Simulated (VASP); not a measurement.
Cu, 1 atom in the cell. It takes space group Im-3m (No. 229, cubic). Conventional cell: a = 2.656 Å, b = 2.656 Å, c = 2.656 Å, α = 90.00°, β = 90.00°, γ = 90.00°. Cu (site symmetry m-3m) has 14 Cu at 2.30 to 2.66 Å within 3.0 Å. This isn't the form of Cu at room conditions, which is fcc.

| Quantity | Value |
| --- | --- |
| Program | VASP 6.6.1 |
| Task | single point |
| Functional | PBE |
| Potentials or basis | VASP PAW PBE potentials, release 64 (Cu) |
| Cutoff | 520 eV |
| k mesh | 18 × 18 × 18 |
| Occupations | fermi-dirac, width 0.1 eV |
| Spin | no spin polarisation |
| Dipole correction | no |
| k mesh for the DOS | 27 × 27 × 27 |
| Occupations for the DOS | tetrahedron |
| Further INCAR settings | ALGO = Normal; EDIFF = 1e-06 |

Potentials or basis: VASP PAW PBE potentials, release 64 (Cu).

Launch:

```sh
$ cat potpaw_PBE.64/Cu/POTCAR > POTCAR
$ cp INCAR.step1 INCAR
$ cp KPOINTS.step1 KPOINTS
$ mpirun -np 1 vasp_std > vasp.out
$ cp INCAR.step2 INCAR
$ cp KPOINTS.step2 KPOINTS
$ mpirun -np 1 vasp_std > vasp.out
```

Hardware: 1 thread of Intel(R) Xeon(R) Platinum 8488C (Sapphire Rapids) (shared host).

Q: Estimate the wall time of this run.

A: Wall time 40 s on 1 thread of Intel(R) Xeon(R) Platinum 8488C (Sapphire Rapids) (shared host), peak memory 0.19 GiB. Counts: k points 560.
